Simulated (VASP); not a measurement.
Input of a VASP 6.6.1 run:

File INCAR:

```
  PREC = Accurate
  ENCUT = 520
  EDIFF = 1E-6
  ISMEAR = 0
  SIGMA = 0.1
  LREAL = F
  LASPH = T
  NELM = 60
  ALGO = Normal
  ISIF = 2
  LWAVE = F
  LCHARG = T
  GGA = PE
  LELF = T
  LVHAR = T
  NBANDS = 12
```

File KPOINTS:

```
regular mesh
0
Gamma
  20 20 20
```

The input POSCAR:

```
Cr
1.0
    0.0000000000      1.7738748768      1.7738748768
    1.7738748768      0.0000000000      1.7738748768
    1.7738748768      1.7738748768      0.0000000000
Cr
1
Direct
    0.0000000000      0.0000000000      0.0000000000
```

Potentials or basis: VASP PAW PBE potentials, release 64 (Cr_pv).

Launch:

```sh
$ cat potpaw_PBE.64/Cr_pv/POTCAR > POTCAR
$ mpirun -np 1 vasp_std > vasp.out
```

**Question.** Predict the pressure.

**Answer.** 16.3 GPa.

**Question.** Predict the band gap on the k mesh.

**Answer.** Zero (band 6 reaches 13.93 eV, above the bottom of band 7 at 10.73 eV).

Caveat: the run has no spin polarisation, though such a crystal can be magnetic. Spin polarisation is off, so any magnetic state and its effect on volume and gap are missing.
